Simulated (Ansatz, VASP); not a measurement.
## One calculation of Ru, two programs

```
Ru
1.0
     0.00000    2.77690    2.77690
     2.77690    0.00000    2.77690
     2.77690    2.77690    0.00000
Ru
2
Direct
  0.12500 0.12500 0.12500
  0.87500 0.87500 0.87500
```

Alike in both runs: task single point; functional r2SCAN; k mesh 16 × 16 × 16; occupations fermi-dirac, width 0.05 eV; collinear spin.

|  | VASP | Ansatz |
| --- | --- | --- |
| version | VASP 6.6.1 | Ansatz 0.2.0 |
| potentials or method | VASP PAW PBE potentials, release 64 (Ru_pv), cutoff 520 eV | plane waves (500 eV) with PAW, scalar-relativistic |
| valence electrons in the cell | 28 | 32 |

Ansatz gave:

| Quantity | Value |
| --- | --- |
| pressure (GPa) | -11.4 |
| net moment per atom (μB) | 0.00 |

Task: What did VASP give for the same quantities?

Result: Pressure (GPa): -10.9; net moment per atom (μB): 0.00.

VASP's potentials were made for PBE, not for r2SCAN. VASP's potentials hold 28 valence electrons a cell and Ansatz's 32, so a difference there can come from the potentials and not from the codes. Ansatz's warnings: seeded moment not kept, stability check not made.
